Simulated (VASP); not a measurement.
# C in VASP: further runs

C is run at these levels: PBEsol-based screened hybrid, PBE+D3(BJ), PBE; tasks: single point, relaxation of cell and atoms.

All numbers are computed with VASP 6.6.1; they aren't measurements. Logs are shortened: lines on timing, memory, paths and dates and some standing lists are left out, and cuts for length are marked.

## 1. The cell of the first run

The cell holds a slab with vacuum, 2 atoms: a = 2.445 Å, b = 2.445 Å, c = 8.524 Å, α = 90.00°, β = 90.00°, γ = 120.00°.

## 2. Single point, PBEsol-based screened hybrid

File POSCAR:

```
C
1.0
    2.4454818684      0.0000000000      0.0000000000
   -1.2227409342      2.1178494226      0.0000000000
    0.0000000000      0.0000000000      8.5239542951
C
2
Direct
    0.6666666667      0.3333333333      0.0000000000
    0.3333333333      0.6666666667      0.0000000000
```

File INCAR.step1:

```
PREC     = Accurate       # precision mode
ENCUT    = 520            # plane-wave cutoff, eV
EDIFF    = 1E-5           # SCF threshold, eV
ISMEAR   = -1             # smearing method
SIGMA    = 0.05           # smearing width, eV
LREAL    = F              # projectors in reciprocal space
LASPH    = T              # aspherical terms in the spheres
NELM     = 60             # most SCF steps
ALGO     = Normal         # electronic algorithm
ISIF     = 2              # what is computed and relaxed
LWAVE    = T              # write WAVECAR
LCHARG   = F              # write CHGCAR
GGA      = PE             # functional
NBANDS   = 11             # bands
```

File INCAR.step2:

```
PREC     = Accurate       # precision mode
ENCUT    = 520            # plane-wave cutoff, eV
EDIFF    = 1E-6           # SCF threshold, eV
ISMEAR   = -1             # smearing method
SIGMA    = 0.05           # smearing width, eV
LREAL    = F              # projectors in reciprocal space
LASPH    = T              # aspherical terms in the spheres
NELM     = 60             # most SCF steps
ALGO     = Normal         # electronic algorithm
ISIF     = 2              # what is computed and relaxed
LWAVE    = F              # write WAVECAR
LCHARG   = F              # write CHGCAR
GGA      = PS             # functional
LHFCALC  = T              # exact exchange
AEXX     = 0.25           # exact-exchange fraction
HFSCREEN = 0.207          # screening, 1/A
PRECFOCK = Normal       
ISTART   = 1            
NBANDS   = 11             # bands
```

File KPOINTS:

```
regular mesh
0
Gamma
  6 6 2
```

Potentials or basis: VASP PAW PBE potentials, release 64 (C).

On the command line:

```console
$ cat potpaw_PBE.64/C/POTCAR > POTCAR
$ cp INCAR.step1 INCAR
$ mpirun -np 1 vasp_std > vasp.out
$ cp INCAR.step2 INCAR
$ mpirun -np 1 vasp_std > vasp.out
```

OUTCAR:

```text
PREC = Accurate
   ENCUT = 520
   EDIFF = 1E-6
   ISMEAR = -1
   LREAL = F
   LASPH = T
   NELM = 60
   ISIF = 2
   GGA = PS
   LHFCALC = T
   AEXX = 0.25
   HFSCREEN = 0.207
   PRECFOCK = Normal
   ISTART = 1

 ion  position               nearest neighbor table
   1  0.667  0.333  0.000-   2 1.41   2 1.41   2 1.41
   2  0.333  0.667  0.000-   1 1.41   1 1.41   1 1.41

  LATTYP: Found a hexagonal cell.
 ALAT       =     2.4454818684
 C/A-ratio  =     3.4855929235

  Lattice vectors:

 A1 = (   2.4454818684,   0.0000000000,   0.0000000000)
 A2 = (  -1.2227409342,   2.1178494226,   0.0000000000)
 A3 = (   0.0000000000,   0.0000000000,   8.5239542951)

Analysis of symmetry for initial positions (statically):
=====================================================================
 Subroutine PRICEL returns:
 Original cell was already a primitive cell.

 Routine SETGRP: Setting up the symmetry group for a
 hexagonal supercell.

 Subroutine GETGRP returns: Found 24 space group operations
 (whereof 24 operations were pure point group operations)
 out of a pool of 24 trial point group operations.

The static configuration has the point symmetry D_6h.

Analysis of symmetry for dynamics (positions and initial velocities):
=====================================================================
 Subroutine PRICEL returns:
 Original cell was already a primitive cell.

 Routine SETGRP: Setting up the symmetry group for a
 hexagonal supercell.

 Subroutine GETGRP returns: Found 24 space group operations
 (whereof 24 operations were pure point group operations)
 out of a pool of 24 trial point group operations.

The dynamic configuration has the point symmetry D_6h.

 Subroutine INISYM returns: Found 24 space group operations
 (whereof 24 operations are pure point group operations),
 and found     1 'primitive' translations

----------------------------------------------------------------------------------------

                                     Primitive cell

  volume of cell :      44.1469

  direct lattice vectors                    reciprocal lattice vectors
     2.445481868  0.000000000  0.000000000     0.408917364  0.236088550  0.000000000
    -1.222740934  2.117849423  0.000000000     0.000000000  0.472177101  0.000000000
     0.000000000  0.000000000  8.523954295     0.000000000  0.000000000  0.117316443

  length of vectors
     2.445481868  2.445481868  8.523954295     0.472177101  0.472177101  0.117316443

  position of ions in fractional coordinates (direct lattice)
     0.666666667  0.333333333  0.000000000
     0.333333333  0.666666667  0.000000000

  ion indices of the primitive-cell ions
   primitive index   ion index
                 1           1
                 2           2

----------------------------------------------------------------------------------------

 KPOINTS: regular mesh

Automatic generation of k-mesh.
 Grid dimensions read from file:
 generate k-points for:    6    6    2

 Generating k-lattice:

  Cartesian coordinates                     Fractional coordinates (reciprocal lattice)
     0.068152894  0.039348092  0.000000000     0.166666667  0.000000000  0.000000000
     0.000000000  0.078696183  0.000000000     0.000000000  0.166666667  0.000000000
     0.000000000  0.000000000  0.058658222     0.000000000  0.000000000  0.500000000

  Length of vectors
     0.078696183  0.078696183  0.058658222

  Shift w.r.t. Gamma in fractional coordinates (k-lattice)
     0.000000000  0.000000000  0.000000000

 Subroutine IBZKPT returns following result:
 ===========================================

 Found     14 irreducible k-points:

 Following reciprocal coordinates:
            Coordinates               Weight
  0.000000  0.000000  0.000000      1.000000
  0.166667  0.000000  0.000000      6.000000
  0.333333  0.000000  0.000000      6.000000
  0.500000  0.000000  0.000000      3.000000
  0.166667  0.166667  0.000000      6.000000
  0.333333  0.166667  0.000000     12.000000
  0.333333  0.333333  0.000000      2.000000
  0.000000  0.000000  0.500000      1.000000
  0.166667  0.000000  0.500000      6.000000
  0.333333  0.000000  0.500000      6.000000
  0.500000  0.000000  0.500000      3.000000
  0.166667  0.166667  0.500000      6.000000
  0.333333  0.166667  0.500000     12.000000
  0.333333  0.333333  0.500000      2.000000
   k-points           NKPTS =     14   k-points in BZ     NKDIM =     72   number of bands    NBANDS=     11
   number of dos      NEDOS =    301   number of ions     NIONS =      2
   total plane-waves  NPLWV =  20736
   dimension x,y,z NGX =    18 NGY =   18 NGZ =   64
   dimension x,y,z NGXF=    36 NGYF=   36 NGZF=  128
   ions per type =               2
   NGX,Y,Z   is equivalent  to a cutoff of  12.24, 12.24, 12.48 a.u.
   NGXF,Y,Z  is equivalent  to a cutoff of  24.47, 24.47, 24.96 a.u.
 SYSTEM =  unknown system
   PREC   = accura    normal or accurate (medium, high low for compatibility)
   ISTART =      1    job   : 0-new  1-cont  2-samecut
   ICHARG =      0    charge: 1-file 2-atom 10-const
   ISPIN  =      1    spin polarized calculation?
   LNONCOLLINEAR =      F non collinear calculations
   LSORBIT =      F    spin-orbit coupling
   LASPH  =      T    aspherical Exc in radial PAW
   ENCUT  =  520.0 eV  38.22 Ry    6.18 a.u.   4.55  4.55 15.85*2*pi/ulx,y,z
   NELM   =     60;   NELMIN=  2; NELMDL=  0     # of ELM steps
   EDIFF  = 0.1E-05   stopping-criterion for ELM
   LREAL  =      F    real-space projection
   EDIFFG = 0.1E-04   stopping-criterion for IOM
   NSW    =      0    number of steps for IOM
   IBRION =     -1    ionic relax: 0-MD 1-quasi-New 2-CG
   NFREE  =      0    steps in history (QN), initial steepest desc. (CG)
   ISIF   =      2    stress and relaxation
   ISYM   =      3    0-nonsym 1-usesym 2-fastsym
   POTIM  = 0.5000    time-step for ionic-motion
   TEBEG  =    0.0;   TEEND  =   0.0 temperature during run
   PSTRESS=    0.0 pullay stress
   NELECT =       8.0000    total number of electrons
   NUPDOWN=      -1.0000    fix difference up-down
   EMIN   =  10.00;   EMAX   =-10.00  energy-range for DOS
   EFERMI =   0.00;   METHOD = LEGACY
   ISMEAR =    -1;   SIGMA  =   0.05  broadening in eV -4-tet -1-fermi 0-gaus
   EFERMI_NEDOS =   21; number of points for ismear=-14 and -15
   IALGO  =     38    algorithm
   IMIX   =      1    mixing-type and parameters
     AMIX     =   0.40;   BMIX     =  1.00
     AMIX_MAG =   1.60;   BMIX_MAG =  1.00
  volume/ion in A,a.u.               =      22.07       148.96
  Fermi-wavevector in a.u.,A,eV,Ry     =   0.926413  1.750667 11.677077  0.858241
  Thomas-Fermi vector in A             =   2.052373
   LORBIT       =      0    0 simple, 1 ext, 2 COOP (PROOUT), +10 PAW based schemes
   GGA     = PS    functional components
   LHFCALC =     T    Hartree Fock is set to
   PRECFOCK=normal    Normal, Fast or Accurate (Low or Medium for compatibility)
   ENCUT4O =  -1.0   cutoff for four orbital integrals eV
   NKREDX  =     1    reduce k-point grid by
   NKREDY  =     1    reduce k-point grid by
   NKREDZ  =     1    reduce k-point grid by
   AEXX    =    0.2500 exact exchange contribution
   HFSCREEN=    0.2070 screening length (either q_TF or 0.3 A-1)
   HFSCREENC=   0.2070 screening length for correlation (either q_TF or 0.3 A-1)
   ENCUTFOCK=  -1.0 apply spherical cutoff to Coloumb kernel
   IVDW    =     0    specifies the selected vdW correction
   LEPSILON=     F    determine dielectric tensor
   LRPA    =     F    only Hartree local field effects (RPA)
 non-spin polarized calculation
  energy-cutoff  :      520.00
  volume of cell :       44.15
 maximum number of plane-waves:      1208
  NGX = 14; NGY = 14; NGZ = 48

 number of electron       7.9999998 magnetization

 Free energy of the ion-electron system (eV)
  ---------------------------------------------------
  ext. energy  EPLUGINS =         0.00000000
  ---------------------------------------------------
  free energy    TOTEN  =       -21.70819904 eV

  energy without entropy =      -21.70049741  energy(sigma->0) =      -21.70434822

 E-fermi :  -0.7259     XC(G=0):  -4.0775

 val. band max:       -0.7259398612   @ k =   0.3333   0.3333   0.5000
 cond. band min:      -0.7258744619   @ k =   0.3333   0.3333   0.0000
 fundamental gap:      0.0000653993
 Fermi energy:        -0.7259071614

 k-point     1 :       0.0000    0.0000    0.0000
  band No.  band energies     occupation
      1     -22.9670      2.00000
      2      -9.7921      2.00000
      3      -4.7274      2.00000
      4      -4.7274      2.00000
      5       2.6559      0.00000
      6       5.0327      0.00000
      7       6.7185      0.00000
      8       8.6466      0.00000
      9       8.6466      0.00000
     10      12.6536      0.00000
     11      13.7035      0.00000

 k-point     2 :       0.1667    0.0000    0.0000
  band No.  band energies     occupation
      1     -22.2432      2.00000
      2      -8.8987      2.00000
      3      -7.2326      2.00000
      4      -5.9760      2.00000
      5       3.5699      0.00000
      6       5.9242      0.00000
      7       7.5867      0.00000
      8       8.6652      0.00000
      9      10.2393      0.00000
     10      11.4258      0.00000
     11      14.2992      0.00000

 k-point     3 :       0.3333    0.0000    0.0000
  band No.  band energies     occupation
      1     -20.1050      2.00000
      2     -12.0007      2.00000
      3      -7.7724      2.00000
      4      -6.3201      2.00000
      5       5.0737      0.00000
      6       6.3043      0.00000
      7       7.9923      0.00000
      8       8.6352      0.00000
      9      10.3133      0.00000
     10      16.0457      0.00000
     11      16.2093      0.00000

 k-point     4 :       0.5000    0.0000    0.0000
  band No.  band energies     occupation
      1     -17.1459      2.00000
      2     -16.0148      2.00000
      3      -8.4808      2.00000
      4      -3.6645      2.00000
      5       1.3228      0.00000
      6       7.6587      0.00000
      7      10.7598      0.00000
      8      10.8828      0.00000
      9      12.6271      0.00000
     10      13.1150      0.00000
     11      14.5908      0.00000
[... 99 lines left out ...]
 k-point    12 :       0.1667    0.1667    0.5000
  band No.  band energies     occupation
      1     -20.8119      2.00000
      2      -9.9270      2.00000
      3      -8.4567      2.00000
      4      -7.1465      2.00000
      5       6.0535      0.00000
      6       6.2497      0.00000
      7       6.8210      0.00000
      8      10.3199      0.00000
      9      11.2634      0.00000
     10      12.3793      0.00000
     11      13.3635      0.00000

 k-point    13 :       0.3333    0.1667    0.5000
  band No.  band energies     occupation
      1     -18.0544      2.00000
      2     -13.9682      2.00000
      3     -10.2686      2.00000
      4      -3.9780      2.00000
      5       2.3150      0.00000
      6       9.6008      0.00000
      7       9.7647      0.00000
      8      10.4967      0.00000
      9      12.7720      0.00000
     10      14.1748      0.00000
     11      15.3067      0.00000

 k-point    14 :       0.3333    0.3333    0.5000
  band No.  band energies     occupation
      1     -15.2778      2.00000
      2     -15.2778      2.00000
      3     -13.0705      2.00000
      4      -0.7259      1.00038
      5      -0.7259      1.00033
      6      10.3203      0.00000
      7      13.2246      0.00000
      8      13.2246      0.00000
      9      13.5735      0.00000
     10      14.5140      0.00000
     11      14.5140      0.00000

------------------------ aborting loop because EDIFF is reached ----------------------------------------

  FORCE on cell =-STRESS in cart. coord.  units (eV):
  Direction    XX          YY          ZZ          XY          YZ          ZX
  --------------------------------------------------------------------------------------
  -------------------------------------------------------------------------------------
  Total        0.1261008      0.1261008     -0.0385611      0.0000000      0.0000000      0.0000000
  in kB        4.5764412      4.5764412     -1.3994572      0.0000000      0.0000000      0.0000000
  external PRESSURE =       2.5844750 kB  Pullay stress =       0.0000000 kB

 VOLUME and BASIS-vectors are now :
 -----------------------------------------------------------------------------
  energy-cutoff  :      520.00
  volume of cell :       44.15
      direct lattice vectors                 reciprocal lattice vectors
     2.445481868  0.000000000  0.000000000     0.408917364  0.236088550  0.000000000
    -1.222740934  2.117849423  0.000000000     0.000000000  0.472177101  0.000000000
     0.000000000  0.000000000  8.523954295     0.000000000  0.000000000  0.117316443

 POSITION                                       TOTAL-FORCE (eV/Angst)
 -----------------------------------------------------------------------------------
      1.22274      0.70595      0.00000         0.000000      0.000000      0.000000
     -0.00000      1.41190      0.00000        -0.000000      0.000000      0.000000
 -----------------------------------------------------------------------------------
    total drift:                               -0.000000      0.000000     -0.000000

  FREE ENERGIE OF THE ION-ELECTRON SYSTEM (eV)
  ---------------------------------------------------
  free  energy   TOTEN  =       -21.7081990404 eV

  energy  without entropy=      -21.7004974058  energy(sigma->0) =      -21.70434822
```

Wall time 51 s (1 thread of Intel Xeon 6975P-C (Granite Rapids), shared host); peak memory 0.24 GiB.

Results:

- Free energy: -21.7082 eV
- Band gap on the k mesh: zero (filled and empty bands touch)

Caveat: the k points lie up to 0.49 Å⁻¹ apart; the PAW data sets were made with another functional, which shifts forces and pressure a little.

## 3. Relaxation of cell and atoms, PBE+D3(BJ)

This run uses another cell than the first one, of 22.27 Å³/atom, 1.009 times its volume.

File INCAR:

```
SYSTEM = C
ALGO     = Normal         ! electronic algorithm
EDIFF    = 1E-7           ! SCF threshold, eV
EDIFFG   = -0.01          ! ionic threshold
ENCUT    = 600            ! plane-wave cutoff, eV
GGA      = PE             ! functional
GGA_COMPAT= .FALSE.      
IBRION   = 2              ! ionic algorithm
ISIF     = 3              ! what is computed and relaxed
ISMEAR   = -1             ! smearing method
IVDW     = 12             ! dispersion correction
LASPH    = .TRUE.         ! aspherical terms in the spheres
LCHARG   = .FALSE.        ! write CHGCAR
LREAL    = .FALSE.        ! projectors in reciprocal space
LWAVE    = .FALSE.        ! write WAVECAR
NELM     = 120            ! most SCF steps
NELMIN   = 4            
NSW      = 60             ! ionic steps
PREC     = Accurate       ! precision mode
SIGMA    = 0.05           ! smearing width, eV
```

File KPOINTS:

```
k-points
0
G
  12 12 3
  0 0 0
```

File POSCAR:

```
C
1.0
    2.4561701622      0.0000000000      0.0000000000
   -1.2280850811      2.1271057565      0.0000000000
    0.0000000000      0.0000000000      8.5238033600
C
2
Direct
    0.6666666667      0.3333333333      0.0000000000
    0.3333333333      0.6666666667      0.0000000000
```

Potentials or basis: VASP PAW PBE potentials, release 64 (C).

On the command line:

```console
$ cat potpaw_PBE.64/C/POTCAR > POTCAR
$ mpirun -np 1 vasp_std > vasp.out
```

It took 2 min on 1 thread of Intel Xeon 6975P-C (Granite Rapids), shared host; peak memory 0.17 GiB.

The run converged. Its results:

* Free energy: -18.7325 eV
* Relaxed volume: 9.43 Å³/atom
* Relaxed cell: a = 2.465 Å, b = 2.465 Å, c = 3.585 Å, α = 90.00°, β = 90.00°, γ = 120.00°
* Space group after relaxing (to 0.05 Å): P6/mmm (No. 191)
* Energy gained by relaxing: 51.9 meV/atom
* Ionic steps: 24
* Band gap on the k mesh: zero (band 4 reaches 4.60 eV, above the bottom of band 5 at 3.91 eV)
* Dispersion energy per atom: -0.144 eV

The path:
```csv
step,energy change (eV),largest force (eV/Å),pressure (GPa),volume (Å³)
1,0.0000,0.0000,1.33,44.53
2,0.0109,0.0000,-3.20,45.73
3,-0.0024,0.0000,-0.08,44.89
4,-0.0024,0.0000,-0.05,44.88
5,-0.0024,0.0000,-0.05,44.83
6,-0.0026,0.0000,-0.05,44.69
7,-0.0029,0.0000,-0.06,44.41
8,-0.0036,0.0000,-0.06,43.84
9,-0.0052,0.0000,-0.08,42.70
10,-0.0086,0.0000,-0.10,40.43
11,-0.0160,0.0000,-0.11,35.88
12,-0.0428,0.0000,-0.28,26.80
13,5.2055,0.0000,213.57,8.63
14,-0.0448,0.0000,-0.29,26.44
15,-0.0898,0.0000,0.65,17.53
16,-0.0600,0.0000,-0.42,24.18
17,-0.0912,0.0000,-0.58,20.85
18,-0.1034,0.0000,-0.38,19.19
19,-0.1037,0.0000,-0.20,18.68
20,0.1709,0.0000,40.15,17.70
21,-0.1037,0.0000,0.16,18.67
22,-0.1037,0.0000,0.20,18.67
23,-0.1032,0.0000,-0.46,19.25
24,-0.1039,0.0000,-0.04,18.86
```

Final structure:
```
C
1.0
     2.46504    0.00000    0.00000
    -1.23252    2.13479    0.00000
     0.00000    0.00000    3.58481
C
2
Direct
  0.66667 0.33333 0.00000
  0.33333 0.66667 0.00000
```

Levels at points of the mesh, in eV from the Fermi level:
| k point | band 2 | band 3 | band 4 | band 5 | band 6 | band 7 |
| --- | --- | --- | --- | --- | --- | --- |
| (0.00, 0.00, 0.00) | -6.71 | -2.86 | -2.86 | 3.98 | 8.47 | 8.47 |
| (0.50, 0.00, 0.00) | -13.11 | -6.25 | -1.69 | 2.52 | 7.44 | 11.09 |

Caveat: the volume moved by over 15 % at a fixed basis, so the end points are rough.

(Part 1 of 2 ends here.)
